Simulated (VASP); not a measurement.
The system is B.

```xyz
2
Lattice="-1.8729 1.8729 1.0217 1.8729 -1.8729 1.0217 1.8729 1.8729 -1.0217" Properties=species:S:1:pos:R:3 pbc="T T T"
B     0.0000    0.0000    0.0000
B     0.0000    1.8729    0.5108
```

* Program: VASP 6.6.1
* Task: relaxation of cell and atoms
* Functional: PBE
* Potentials or basis: VASP PAW PBE potentials, release 64 (B)
* Cutoff: 600 eV
* k mesh: 10 × 10 × 10
* Occupations: gaussian, width 0.1 eV
* Spin: no spin polarisation

At the start: pressure -12.0 GPa; volume 7.17 Å³/atom.

Q: How do energy, volume and symmetry change on relaxing?

A: Over 16 steps the energy falls by 432.4 meV/atom and the volume is 8.04 Å³/atom (+12.1 %); space group I4_1/amd (No. 141, to 0.1 Å) before and after.

The path:
```tsv
step	energy change (eV)	largest force (eV/Å)	pressure (GPa)	volume (Å³)
1	0.0000	0.0000	-11.97	14.34
2	-0.1661	0.0000	1.02	13.24
3	0.1949	0.0000	94.23	10.31
4	-0.2282	0.0000	11.45	12.61
5	-0.2309	0.0000	26.72	11.97
6	-0.2407	0.0000	19.10	12.26
7	-0.3135	0.0000	21.46	12.18
8	-0.4128	0.0000	46.24	11.82
9	-0.4219	0.0000	29.67	12.00
10	-0.4256	0.0000	32.78	11.96
11	-0.6045	0.0000	21.73	12.74
12	-0.8309	0.0000	12.27	15.19
13	-0.8381	0.0000	-5.87	16.05
14	-0.8595	0.0000	1.99	15.64
15	-0.8630	0.0000	1.13	15.82
16	-0.8649	0.0000	-0.08	16.08
```

Final structure:
```
B
1.0
    -2.24470    2.24470    0.79767
     2.24470   -2.24470    0.79767
     2.24470    2.24470   -0.79767
B
2
Direct
  0.00000 0.00000 0.00000
  0.75000 0.25000 0.50000
```

Caveat: a cell axis changed by over 15 % at a fixed basis, so the end point is rough.
